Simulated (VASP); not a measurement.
# MgO3 (P6_3/mmc) in VASP: single point with PBE

Aim: the single point of MgO3 with PBE.

Everything below comes from runs of VASP 6.6.1. Logs are shortened: lines on timing, memory, paths and dates and some standing lists are left out, and cuts for length are marked.

**1. The cell of the first run**

The structure is hexagonal, space group P6_3/mmc (No. 194). Conventional cell: a = 5.970 Å, b = 5.970 Å, c = 3.484 Å, α = 90.00°, β = 90.00°, γ = 120.00°. Mg (site symmetry -6m2) has 6 O at 2.07 Å within 2.7 Å. Within 2.6 Å of O (site symmetry mm2) lie 2 O at 1.94 Å and 2 Mg at 2.07 Å.

**2. Single point, PBE, collinear spin, ferromagnetic start**

File INCAR:

```
PREC = Accurate
ENCUT = 840
EDIFF = 1E-6
ISMEAR = 0
SIGMA = 0.1
LREAL = F
LASPH = T
NELM = 200
ALGO = Normal
ISIF = 2
LWAVE = F
LCHARG = F
ISPIN = 2
MAGMOM = 0 0 1.45 1.45 1.45 1.45 1.45 1.45
LORBIT = 11
GGA = PE
NBANDS = 42
GGA_COMPAT = F
```

File KPOINTS:

```
Automatic mesh
0
Gamma
  6 6 4
```

File POSCAR:

```
MgO3
1.0
    5.9696159005      0.0000000000      0.0000000000
   -2.9848079502      5.1698390206      0.0000000000
    0.0000000000      0.0000000000      3.4842733908
Mg O
2 6
Direct
    0.3333333333      0.6666666667      0.2500000000
    0.6666666667      0.3333333333      0.7500000000
    0.7748703659      0.5497407318      0.2500000000
    0.2251296341      0.7748703659      0.7500000000
    0.4502592682      0.2251296341      0.2500000000
    0.2251296341      0.4502592682      0.7500000000
    0.7748703659      0.2251296341      0.2500000000
    0.5497407318      0.7748703659      0.7500000000
```

Potentials or basis: VASP PAW PBE potentials, release 64 (Mg_sv, O).

Command:

```sh
> cat potpaw_PBE.64/Mg_sv/POTCAR potpaw_PBE.64/O/POTCAR > POTCAR
> mpirun -np 1 vasp_std > vasp.out
```

OUTCAR:

```text
PREC = Accurate
   ENCUT = 840
   EDIFF = 1E-6
   ISMEAR = 0
   LREAL = F
   LASPH = T
   NELM = 200
   ISIF = 2
   ISPIN = 2
   LORBIT = 11
   GGA = PE

 ion  position               nearest neighbor table
   1  0.333  0.667  0.250-   4 2.07   4 2.07   6 2.07   6 2.07   8 2.07   8 2.07
   2  0.667  0.333  0.750-   7 2.07   7 2.07   3 2.07   3 2.07   5 2.07   5 2.07
   3  0.775  0.550  0.250-   7 1.94   5 1.94   2 2.07   2 2.07
   4  0.225  0.775  0.750-   6 1.94   8 1.94   1 2.07   1 2.07
   5  0.450  0.225  0.250-   3 1.94   7 1.94   2 2.07   2 2.07
   6  0.225  0.450  0.750-   4 1.94   8 1.94   1 2.07   1 2.07
   7  0.775  0.225  0.250-   3 1.94   5 1.94   2 2.07   2 2.07
   8  0.550  0.775  0.750-   6 1.94   4 1.94   1 2.07   1 2.07

  LATTYP: Found a hexagonal cell.
 ALAT       =     5.9696159005
 C/A-ratio  =     0.5836679359

  Lattice vectors:

 A1 = (   5.9696159005,   0.0000000000,   0.0000000000)
 A2 = (  -2.9848079502,   5.1698390206,   0.0000000000)
 A3 = (   0.0000000000,   0.0000000000,   3.4842733908)

Analysis of symmetry for initial positions (statically):
=====================================================================
 Subroutine PRICEL returns:
 Original cell was already a primitive cell.

 Routine SETGRP: Setting up the symmetry group for a
 hexagonal supercell.

 Subroutine GETGRP returns: Found 24 space group operations
 (whereof 12 operations were pure point group operations)
 out of a pool of 24 trial point group operations.

The static configuration has the point symmetry D_3d.
 The point group associated with its full space group is D_6h.

Analysis of symmetry for dynamics (positions and initial velocities):
=====================================================================
 Subroutine PRICEL returns:
 Original cell was already a primitive cell.

 Routine SETGRP: Setting up the symmetry group for a
 hexagonal supercell.

 Subroutine GETGRP returns: Found 24 space group operations
 (whereof 12 operations were pure point group operations)
 out of a pool of 24 trial point group operations.

The dynamic configuration has the point symmetry D_3d.
 The point group associated with its full space group is D_6h.

Analysis of structural, dynamic, and magnetic symmetry:
=====================================================================
 Subroutine PRICEL returns:
 Original cell was already a primitive cell.

 Routine SETGRP: Setting up the symmetry group for a
[... 157 lines left out ...]
  ext. energy  EPLUGINS =         0.00000000
  ---------------------------------------------------
  free energy    TOTEN  =       -34.45837009 eV

  energy without entropy =      -34.40966837  energy(sigma->0) =      -34.43401923

 E-fermi :  -0.3403     XC(G=0):  -8.8706

 val. band max:       -0.3428334616   @ k =   0.1667   0.1667   0.5000
 cond. band min:      -0.3221088800   @ k =   0.1667   0.1667   0.0000
 fundamental gap:      0.0207245816
 Fermi energy:        -0.3402973886

 spin component 1

 k-point     1 :       0.0000    0.0000    0.0000
  band No.  band energies     occupation
      1     -73.8360      1.00000
      2     -73.8358      1.00000
      3     -40.6190      1.00000
      4     -40.6190      1.00000
      5     -40.6170      1.00000
      6     -40.6170      1.00000
[... 892 lines left out ...]
     39      11.3941      0.00000
     40      11.3941      0.00000
 Fermi energy:        -0.3402973886

 spin component 2

 k-point     1 :       0.0000    0.0000    0.0000
  band No.  band energies     occupation
      1     -73.8434      1.00000
      2     -73.8432      1.00000
      3     -40.6269      1.00000
      4     -40.6269      1.00000
      5     -40.6249      1.00000
      6     -40.6249      1.00000
[... 892 lines left out ...]
     39      11.5919      0.00000
     40      11.5919      0.00000
 [bands above 40 left out]

------------------------ aborting loop because EDIFF is reached ----------------------------------------

  FORCE on cell =-STRESS in cart. coord.  units (eV):
  Direction    XX          YY          ZZ          XY          YZ          ZX
  --------------------------------------------------------------------------------------
  -------------------------------------------------------------------------------------
  Total        0.1508038      0.1508038      0.2537084      0.0000000      0.0000000     -0.0000000
  in kB        2.2469177      2.2469177      3.7801563      0.0000000      0.0000000     -0.0000000
  external PRESSURE =       2.7579973 kB  Pullay stress =       0.0000000 kB

 VOLUME and BASIS-vectors are now :
 -----------------------------------------------------------------------------
  energy-cutoff  :      840.00
  volume of cell :      107.53
      direct lattice vectors                 reciprocal lattice vectors
     5.969615901  0.000000000  0.000000000     0.167514965  0.096714810  0.000000000
    -2.984807950  5.169839021  0.000000000     0.000000000  0.193429621  0.000000000
     0.000000000  0.000000000  3.484273391     0.000000000  0.000000000  0.287003885

 POSITION                                       TOTAL-FORCE (eV/Angst)
 -----------------------------------------------------------------------------------
     -0.00000      3.44656      0.87107         0.000000      0.000000      0.000000
      2.98481      1.72328      2.61321         0.000000      0.000000      0.000000
      2.98481      2.84207      0.87107         0.000000      0.046053     -0.000000
     -0.96890      4.00596      2.61321        -0.039883      0.023027      0.000000
      2.01591      1.16388      0.87107        -0.039883     -0.023027      0.000000
      0.00000      2.32777      2.61321        -0.000000     -0.046053      0.000000
      3.95371      1.16388      0.87107         0.039883     -0.023027     -0.000000
      0.96890      4.00596      2.61321         0.039883      0.023027      0.000000
 -----------------------------------------------------------------------------------
    total drift:                               -0.000001      0.000001     -0.000000

  FREE ENERGIE OF THE ION-ELECTRON SYSTEM (eV)
  ---------------------------------------------------
  free  energy   TOTEN  =       -34.4583700861 eV

  energy  without entropy=      -34.4096683698  energy(sigma->0) =      -34.43401923

 total charge

# of ion       s       p       d       tot
------------------------------------------
    1        2.056   5.999   0.037   8.093
    2        2.056   5.999   0.037   8.093
    3        1.611   3.167   0.000   4.777
    4        1.611   3.167   0.000   4.777
    5        1.611   3.167   0.000   4.777
    6        1.611   3.167   0.000   4.777
    7        1.611   3.167   0.000   4.777
    8        1.611   3.167   0.000   4.777
--------------------------------------------------
tot         13.778  30.998   0.074  44.850

 magnetization (x)

# of ion       s       p       d       tot
------------------------------------------
    1       -0.003  -0.003  -0.001  -0.007
    2       -0.003  -0.003  -0.001  -0.007
    3        0.013   0.557   0.000   0.570
    4        0.013   0.557   0.000   0.570
    5        0.013   0.557   0.000   0.570
    6        0.013   0.557   0.000   0.570
    7        0.013   0.557   0.000   0.570
    8        0.013   0.557   0.000   0.570
--------------------------------------------------
tot          0.072   3.334  -0.002   3.403
```

OSZICAR:

```text
N       E                     dE             d eps       ncg     rms          rms(c)
DAV:   1     0.639714406790E+03    0.63971E+03   -0.41921E+04  3744   0.194E+03
DAV:   2     0.219692323841E+02   -0.61775E+03   -0.59784E+03  4346   0.480E+02
DAV:   3    -0.283611557743E+02   -0.50330E+02   -0.49609E+02  4840   0.119E+02
DAV:   4    -0.340916648703E+02   -0.57305E+01   -0.56662E+01  5232   0.289E+01
DAV:   5    -0.345992616894E+02   -0.50760E+00   -0.50755E+00  4366   0.591E+00    0.149E+01
DAV:   6    -0.345429225613E+02    0.56339E-01   -0.38648E+00  3784   0.996E+00    0.611E+00
DAV:   7    -0.344406408051E+02    0.10228E+00   -0.54277E-01  4180   0.360E+00    0.289E+00
DAV:   8    -0.344285208175E+02    0.12120E-01   -0.10890E-01  3904   0.198E+00    0.103E+00
DAV:   9    -0.344498384013E+02   -0.21318E-01   -0.22106E-02  3686   0.965E-01    0.361E-01
DAV:  10    -0.344570070878E+02   -0.71687E-02   -0.23058E-03  4214   0.314E-01    0.148E-01
DAV:  11    -0.344581455806E+02   -0.11385E-02   -0.73043E-04  3682   0.154E-01    0.716E-02
DAV:  12    -0.344583044445E+02   -0.15886E-03   -0.23920E-04  3724   0.814E-02    0.433E-02
DAV:  13    -0.344583590519E+02   -0.54607E-04   -0.78551E-05  3494   0.500E-02    0.185E-02
DAV:  14    -0.344583681696E+02   -0.91177E-05   -0.29445E-05  3302   0.315E-02    0.944E-03
DAV:  15    -0.344583702093E+02   -0.20397E-05   -0.67279E-06  3380   0.155E-02    0.240E-03
DAV:  16    -0.344583700861E+02    0.12317E-06   -0.99930E-07  2880   0.633E-03
   1 F= -.34458370E+02 E0= -.34434019E+02  d E =-.487017E-01  mag=     4.0000
```

stdout:

```text
POSCAR found type information on POSCAR MgO
 POSCAR found :  2 types and       8 ions
 scaLAPACK will be used
 LDA part: xc-table for (Slater+PW92), standard interpolation
 POSCAR, INCAR and KPOINTS ok, starting setup
 FFT: planning ... GRIDC
 FFT: planning ... GRID_SOFT
 FFT: planning ... GRID
 WAVECAR not read
 entering main loop
```

Wall time 4.8 min (1 thread of Intel Xeon Platinum 8488C (Sapphire Rapids), shared host); peak memory 0.56 GiB.

Results:

```yaml
Free_energy: -34.4584 eV
Pressure: 0.3 GPa
Largest_force: 0.046 eV/Å
Band_gap_on_the_k_mesh: zero (filled and empty bands overlap)
Net_moment: 4.00 μB per cell
Site_moments: Mg -0.01; O +0.57 μB
Valence_electrons_inside_the_program's_atomic_spheres: Mg 8.09; O 4.78
```

Forces on the atoms (eV/Å):
```
Mg   0.000  0.000  0.000
Mg   0.000  0.000  0.000
O    0.000  0.046  0.000
O   -0.040  0.023  0.000
O   -0.040 -0.023  0.000
O    0.000 -0.046  0.000
O    0.040 -0.023  0.000
O    0.040  0.023  0.000
```

Levels at points of the mesh, in eV from the Fermi level:
Spin up:
```csv
k point,band 28,band 29,band 30,band 31,band 32,band 33
"(0.00, 0.00, 0.00)",-0.18,-0.18,0.18,0.18,0.19,5.16
"(0.50, 0.00, 0.00)",-0.66,-0.62,-0.09,0.10,0.37,6.30
"(0.00, 0.00, 0.50)",-0.39,-0.04,-0.04,-0.04,-0.04,9.08
"(0.50, 0.00, 0.50)",-0.29,-0.05,-0.05,0.05,0.05,9.72
```
Spin down:
```tsv
k point	band 22	band 23	band 24	band 25	band 26	band 27	band 28	band 29	band 30	band 31
(0.00, 0.00, 0.00)	-2.54	-1.32	-1.32	-1.12	-1.12	0.54	1.33	1.33	1.75	1.75
(0.50, 0.00, 0.00)	-2.08	-1.49	-1.47	-0.96	-0.87	0.70	0.76	0.95	1.52	1.59
(0.00, 0.00, 0.50)	-3.20	-1.28	-1.28	-1.28	-1.28	1.22	1.22	1.48	1.48	1.48
(0.50, 0.00, 0.50)	-2.57	-1.89	-1.89	-1.71	-1.71	1.29	1.29	1.42	1.42	1.54
```

Caveat: the k points lie up to 0.45 Å⁻¹ apart; semilocal functionals underestimate gaps, and a narrow one can read as zero.

The gap in the log of VASP goes by the Fermi energy; the results here count the filled bands.